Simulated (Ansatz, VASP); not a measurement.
# SiC: VASP beside Ansatz

The input POSCAR:

```
SiC
1.0
    0.0000000000      2.1961935743      2.1961935743
    2.1961935743      0.0000000000      2.1961935743
    2.1961935743      2.1961935743      0.0000000000
Si C
1 1
Direct
    0.0000000000      0.0000000000      0.0000000000
    0.2500000000      0.2500000000      0.2500000000
```

Contents of INCAR.step1:

```
SYSTEM = SiC
PREC = Accurate
ENCUT = 520
EDIFF = 1E-5
ISMEAR = 0
SIGMA = 0.02
LREAL = .FALSE.
LASPH = .TRUE.
NELM = 100
ALGO = Normal
ISIF = 2
LWAVE = .TRUE.
LCHARG = .FALSE.
NBANDS = 11
GGA = PE
```

INCAR.step2

```
SYSTEM = SiC
PREC = Accurate
ENCUT = 520
EDIFF = 1E-6
ISMEAR = 0
SIGMA = 0.02
LREAL = .FALSE.
LASPH = .TRUE.
NELM = 100
ALGO = Normal
ISIF = 2
LWAVE = .FALSE.
LCHARG = .FALSE.
GGA = PE
LHFCALC = .TRUE.
HFSCREEN = 0.2079
PRECFOCK = Normal
NBANDS = 11
ISTART = 1
```

Contents of KPOINTS:

```
Automatic mesh
0
G
  6 6 6
  0 0 0
```

Input for Ansatz:

```yaml
crystal:
  lattice:
    - [0.0, 2.1961935743, 2.1961935743]
    - [2.1961935743, 0.0, 2.1961935743]
    - [2.1961935743, 2.1961935743, 0.0]
  atoms:
    - { symbol: Si, position: [0.0, 0.0, 0.0] }
    - { symbol: C, position: [0.25, 0.25, 0.25] }
basis:
  ecutwfc: 420
kpoints:
  mp_grid: { grid: [6, 6, 6] }
hamiltonian:
  xc: hse06
scf:
  occupations: { method: gaussian, width: 0.02 }
output:
  forces: true
  stress: true
  eigenvalues: true
```

Alike in both runs: task single point; functional HSE06; k mesh 6 × 6 × 6; occupations gaussian, width 0.02 eV; no spin polarisation.

|  | VASP | Ansatz |
| --- | --- | --- |
| version | VASP 6.6.1 | Ansatz 0.2.0 |
| potentials or method | VASP PAW PBE potentials, release 64 (Si, C), cutoff 520 eV | scalar-relativistic, plane waves, PAW |
| valence electrons in the cell | 8 | 8 |

|  | VASP | Ansatz | Ansatz less VASP |
| --- | --- | --- | --- |
| gap on the k mesh at the Fermi level (eV) | 2.25 | 2.24 | -0.004 |
| least direct gap on the mesh (eV) | 5.70 | 5.69 | -0.010 |
| pressure (GPa) | -6.9 | -6.5 | +0.35 |

The functional is the same, so the differences come from potentials, cutoffs and numerics. Ansatz's warnings: stress exchange threshold loose, stress scf threshold loose.
